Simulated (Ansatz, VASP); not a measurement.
**BaZrO3 in VASP and in Ansatz**

POSCAR

```
BaZrO3
1.0
    4.1626965277      0.0000000000      0.0000000000
    0.0000000000      4.1626965277      0.0000000000
    0.0000000000      0.0000000000      4.1626965277
Ba Zr O
1 1 3
Direct
    0.0000000000      0.0000000000      0.0000000000
    0.5000000000      0.5000000000      0.5000000000
    0.0000000000      0.5000000000      0.5000000000
    0.5000000000      0.0000000000      0.5000000000
    0.5000000000      0.5000000000      0.0000000000
```

The input INCAR.step1:

```
SYSTEM = BaZrO3
PREC = Accurate ; ENCUT = 520
ISMEAR = 0 ; SIGMA = 0.02
LREAL = .FALSE. ; LASPH = .TRUE.
NELM = 60 ; NBANDS = 28
GGA = PE ; ALGO = Normal
EDIFF = 1E-4 ; LWAVE = .TRUE.
LCHARG = .FALSE.
```

File INCAR.step2:

```
SYSTEM = BaZrO3
PREC = Accurate ; ENCUT = 520
EDIFF = 1E-6 ; ISMEAR = 0
SIGMA = 0.02 ; LREAL = .FALSE.
LASPH = .TRUE. ; NELM = 60
ALGO = Normal ; ISIF = 2
LWAVE = .FALSE. ; LCHARG = .FALSE.
METAGGA = R2SCAN ; LMIXTAU = .TRUE.
NBANDS = 28 ; ISTART = 1
```

File KPOINTS:

```
Automatic mesh
0
G
  6 6 6
  0 0 0
```

Input for Ansatz:

```yaml
crystal:
  lattice:
    - [4.1626965277, 0.0, 0.0]
    - [0.0, 4.1626965277, 0.0]
    - [0.0, 0.0, 4.1626965277]
  atoms:
    - { symbol: Ba, position: [0.0, 0.0, 0.0] }
    - { symbol: Zr, position: [0.5, 0.5, 0.5] }
    - { symbol: O, position: [0.0, 0.5, 0.5] }
    - { symbol: O, position: [0.5, 0.0, 0.5] }
    - { symbol: O, position: [0.5, 0.5, 0.0] }
basis:
  ecutwfc: 500
kpoints:
  mp_grid: { grid: [6, 6, 6] }
hamiltonian:
  xc: r2scan
scf:
  occupations: { method: gaussian, width: 0.02 }
output:
  forces: true
  stress: true
  eigenvalues: true
```

Alike in both runs: task single point; functional r2SCAN; k mesh 6 × 6 × 6; occupations gaussian, width 0.02 eV; no spin polarisation.

|  | VASP | Ansatz |
| --- | --- | --- |
| version | VASP 6.6.1 | Ansatz 0.2.0 |
| potentials or method | VASP PAW PBE potentials, release 64 (Ba_sv, Zr_sv, O), cutoff 520 eV | scalar-relativistic, plane waves, PAW |
| valence electrons in the cell | 40 | 40 |

|  | VASP | Ansatz | Ansatz less VASP |
| --- | --- | --- | --- |
| gap on the k mesh at the Fermi level (eV) | 3.75 | 3.81 | +0.058 |
| least direct gap on the mesh (eV) | 3.97 | 4.00 | +0.028 |
| pressure (GPa) | 6.5 | 5.3 | -1.17 |

VASP's potentials were made for PBE, not for r2SCAN.

Spin-orbit coupling is off throughout.
